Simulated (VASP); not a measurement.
The system is Hf3N2.

```
Hf N
1.0
     1.59943    0.92343    7.75484
    -1.59943    0.92343    7.75484
     0.00000   -1.84686    7.75484
Hf N
3 2
Direct
  0.77942 0.77942 0.77942
  0.22058 0.22058 0.22058
  0.00000 0.00000 0.00000
  0.61192 0.61192 0.61192
  0.38808 0.38808 0.38808
```

| Item | Value |
| --- | --- |
| Program | VASP 6.6.1 |
| Task | relaxation of cell and atoms |
| Functional | PBEsol |
| Potentials or basis | VASP PAW PBE potentials, release 64 (Hf_pv, N) |
| Cutoff | 600 eV |
| k mesh | 6 × 6 × 6 |
| Occupations | gaussian, width 0.1 eV |
| Spin | no spin polarisation |

At the start: pressure -3.8 GPa; volume 13.74 Å³/atom.

Problem. Where does the relaxation end?

Solution. Over 7 steps the energy falls by 4.8 meV/atom and the volume is 13.53 Å³/atom (-1.6 %); space group R-3m (No. 166, to 0.05 Å).

The path:
```
step  energy change (eV)  largest force (eV/Å)  pressure (GPa)  volume (Å³)
   1              0.0000                0.3421           -3.81        68.72
   2              0.0289                0.2017            8.06        65.52
   3             -0.0185                0.2248            0.52        67.47
   4             -0.0237                0.0782            0.15        67.58
   5             -0.0241                0.0286            0.00        67.63
   6             -0.0241                0.0248            0.01        67.63
   7             -0.0242                0.0074           -0.05        67.64
```

Final structure:
```
Hf N
1.0
     1.59291    0.91967    7.69523
    -1.59291    0.91967    7.69523
     0.00000   -1.83934    7.69523
Hf N
3 2
Direct
  0.77869 0.77869 0.77869
  0.22131 0.22131 0.22131
  0.00000 0.00000 0.00000
  0.61106 0.61106 0.61106
  0.38894 0.38894 0.38894
```

Caveat: the k points lie up to 0.38 Å⁻¹ apart in the final cell; the PAW data sets were made with another functional, which shifts forces and pressure a little.
